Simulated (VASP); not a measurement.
Set up this calculation in VASP 6.6.1, as the native input.

```
Task                   : single point
Functional             : BLYP
Dispersion             : D3(BJ)
Potentials or basis    : VASP PAW PBE potentials, release 64 (Zn, Se)
Cutoff                 : 520 eV
k mesh                 : 6 × 6 × 4
Occupations            : gaussian, width 0.01 eV
Spin                   : no spin polarisation
Dipole correction      : no
Further INCAR settings : ALGO = Normal; EDIFF = 1e-06; NBANDS = 26
```

The structure of ZnSe lies in POSCAR:

```
ZnSe
1.0
    4.1270656451      0.0000000000      0.0000000000
    0.0000000000      4.1270656451      0.0000000000
    0.0000000000      0.0000000000      4.9472778237
Zn Se
2 2
Direct
    0.0000000000      0.0000000000      0.0000000000
    0.5000000000      0.5000000000      0.0000000000
    0.0000000000      0.5000000000      0.2949535782
    0.5000000000      0.0000000000      0.7050464218
```

These files were run (other wordings do the same):

INCAR

```
SYSTEM = ZnSe
AGGAC    = 1.0          
AGGAX    = 1.0          
ALDAC    = 0.0          
ALDAX    = 1.0          
ALGO     = Normal         ! electronic algorithm
EDIFF    = 1E-6           ! SCF threshold, eV
ENCUT    = 520            ! plane-wave cutoff, eV
GGA      = B5             ! functional
ISIF     = 2              ! what is computed and relaxed
ISMEAR   = 0              ! smearing method
IVDW     = 12             ! dispersion correction
LASPH    = .True.         ! aspherical terms in the spheres
LCHARG   = .False.        ! write CHGCAR
LREAL    = .False.        ! projectors in reciprocal space
LWAVE    = .False.        ! write WAVECAR
NBANDS   = 26             ! bands
NELM     = 80             ! most SCF steps
PREC     = Accurate       ! precision mode
SIGMA    = 0.01           ! smearing width, eV
VDW_A1   = 0.4298       
VDW_A2   = 4.2359       
VDW_S6   = 1.0          
VDW_S8   = 2.6996
```

KPOINTS

```
k-points
0
Gamma
  6 6 4
  0 0 0
```

Potentials or basis: VASP PAW PBE potentials, release 64 (Zn, Se).

The run is started by

```bash
$ cat potpaw_PBE.64/Zn/POTCAR potpaw_PBE.64/Se/POTCAR > POTCAR
$ mpirun -np 1 vasp_std > vasp.out
```

It gave:

```json
{
 "Pressure": "0.4 GPa",
 "Largest force": "0.050 eV/Å",
 "Band gap on the k mesh": "1.14 eV",
 "Dispersion energy per atom": "-0.773 eV"
}
```

Caveat: the PAW data sets were made with another functional, which shifts forces and pressure a little.

Run time: 59 s on 1 thread of AMD EPYC 7R13 Processor (Zen 3), on a shared host, peak memory 0.19 GiB.
